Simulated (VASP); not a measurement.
A run of VASP 6.6.1:

The input INCAR:

```
SYSTEM = Ge
PREC = Accurate
ENCUT = 520
EDIFF = 1E-6
ISMEAR = -1
SIGMA = 0.02
LREAL = .False.
LASPH = .True.
NELM = 100
ALGO = Normal
ISIF = 2
LWAVE = .False.
LCHARG = .False.
GGA = PE
NBANDS = 21
```

File KPOINTS:

```
Automatic mesh
0
Gamma
  8 8 8
  0 0 0
```

File POSCAR:

```
Ge
1.0
    0.0000000000      2.7883629751      2.7883629751
    2.7883629751      0.0000000000      2.7883629751
    2.7883629751      2.7883629751      0.0000000000
Ge
2
Direct
    0.0000000000      0.0000000000      0.0000000000
    0.2500000000      0.2500000000      0.2500000000
```

Potentials or basis: VASP PAW PBE potentials, release 64 (Ge_d).

The run is started by

```bash
$ cat potpaw_PBE.64/Ge_d/POTCAR > POTCAR
$ mpirun -np 1 vasp_std > vasp.out
```

Hardware: 1 thread of Intel(R) Xeon(R) Platinum 8259CL CPU @ 2.50GHz (Skylake/Cascade Lake), on a shared host.

Task: How long does it take, and how much memory?

Result: Run time: 36 s on 1 thread of Intel(R) Xeon(R) Platinum 8259CL CPU @ 2.50GHz (Skylake/Cascade Lake), with other jobs on the host, peak memory 0.17 GiB. Counts: scf iterations 12, k points 29.
